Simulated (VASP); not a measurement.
Wanted: the native input for a VASP 6.6.1 run.

- Task: single point
- Functional: revPBE
- Potentials or basis: VASP PAW PBE potentials, release 64 (Ba_sv, Ti_sv, O)
- Cutoff: 600 eV
- k mesh: 8 × 8 × 8
- Occupations: gaussian, width 0.02 eV
- Spin: collinear spin, ferromagnetic start
- Starting moments: [0.2, 0.2, 0.2, 0.2, 0.2] μB
- Dipole correction: no
- Further INCAR settings: ALGO = Normal; EDIFF = 1e-06; NBANDS = 32

The structure of BaTiO3 lies in POSCAR:

```
BaTiO3
1.0
    3.8872135352      0.0000000000      0.0000000000
    0.0000000000      3.8872135352      0.0000000000
    0.0000000000      0.0000000000      3.8868442766
Ba Ti O
1 1 3
Direct
    0.0000000000      0.0000000000      0.0084702084
    0.5000000000      0.5000000000      0.5081409135
    0.5000000000      0.5000000000      0.0088019964
    0.5000000000      0.0000000000      0.5087934409
    0.0000000000      0.5000000000      0.5087934409
```

One way to write it, as run:

INCAR

```
ALGO = Normal ; EDIFF = 1E-6
ENCUT = 600 ; GGA = RE
GGA_COMPAT = False ; ISIF = 2
ISMEAR = 0 ; ISPIN = 2
LASPH = True ; LCHARG = False
LMAXMIX = 4 ; LORBIT = 11
LREAL = False ; LWAVE = False
MAGMOM = 0.2 0.2 0.2 0.2 0.2 ; NBANDS = 32
NELM = 200 ; PREC = Accurate
SIGMA = 0.02
```

KPOINTS

```
k-points
0
Gamma
  8 8 8
```

Potentials or basis: VASP PAW PBE potentials, release 64 (Ba_sv, Ti_sv, O).

Command:

```sh
$ cat potpaw_PBE.64/Ba_sv/POTCAR potpaw_PBE.64/Ti_sv/POTCAR potpaw_PBE.64/O/POTCAR > POTCAR
$ mpirun -np 1 vasp_std > vasp.out
```

It gave:

```yaml
Pressure: 26.1 GPa
Largest_force: 0.003 eV/Å
Band_gap_on_the_k_mesh: 1.94 eV, indirect (least direct gap 2.00 eV)
Net_moment: 0.00 μB per cell
Valence_electrons_inside_the_program's_atomic_spheres: Ba 8.09; Ti 10.36; O 5.09
```

Caveat: the PAW data sets were made with another functional, which shifts forces and pressure a little; spin-orbit coupling is left out, which moves the levels of the heavy elements.

Run time: 6.2 min on 1 thread of Intel Xeon 8259CL (shared host), peak memory 0.4 GiB.
